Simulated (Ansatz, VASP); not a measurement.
# BN in VASP and in Ansatz

POSCAR

```
BN
1.0
    0.0000000000      1.9695477275      1.5362472275
    1.9695477275      0.0000000000      1.5362472275
    1.9695477275      1.9695477275      0.0000000000
B N
1 1
Direct
    0.0000000000      0.0000000000      0.0000000000
    0.7500000000      0.7500000000      0.7500000000
```

INCAR.step1

```
PREC = Accurate
ENCUT = 520
ISMEAR = 0
SIGMA = 0.05
LREAL = False
LASPH = True
NELM = 60
NBANDS = 11
GGA = PE
ALGO = Normal
EDIFF = 1E-4
LWAVE = True
LCHARG = False
```

The input INCAR.step2:

```
PREC = Accurate
ENCUT = 520
EDIFF = 1E-6
ISMEAR = 0
SIGMA = 0.05
LREAL = False
LASPH = True
NELM = 60
ALGO = Normal
ISIF = 2
LWAVE = False
LCHARG = False
METAGGA = R2SCAN
LMIXTAU = True
NBANDS = 11
ISTART = 1
```

File KPOINTS:

```
Automatic mesh
0
Gamma
  12 12 12
```

Input for Ansatz:

```yaml
crystal:
  lattice:
    - [0.0, 1.9695477275, 1.5362472275]
    - [1.9695477275, 0.0, 1.5362472275]
    - [1.9695477275, 1.9695477275, 0.0]
  atoms:
    - { symbol: B, position: [0.0, 0.0, 0.0] }
    - { symbol: "N", position: [0.75, 0.75, 0.75] }
basis:
  ecutwfc: 500
kpoints:
  mp_grid: { grid: [12, 12, 12] }
hamiltonian:
  xc: r2scan
scf:
  occupations: { method: gaussian, width: 0.05 }
output:
  forces: true
  stress: true
  eigenvalues: true
```

Alike in both runs: task single point; functional r2SCAN; k mesh 12 × 12 × 12; occupations gaussian, width 0.05 eV; no spin polarisation.

|  | VASP | Ansatz |
| --- | --- | --- |
| version | VASP 6.6.1 | Ansatz 0.2.0 |
| potentials or method | VASP PAW PBE potentials, release 64 (B, N), cutoff 520 eV | scalar-relativistic, plane waves, PAW |
| valence electrons in the cell | 8 | 8 |

```tsv
	VASP	Ansatz	Ansatz less VASP
gap on the k mesh at the Fermi level (eV)	1.81	1.82	+0.017
least direct gap on the mesh (eV)	7.79	7.80	+0.011
pressure (GPa)	-5.7	-6.8	-1.08
traceless stress, the component that is largest in VASP (GPa)	73.63	74.00	+0.369
```

VASP's potentials were made for PBE, not for r2SCAN.
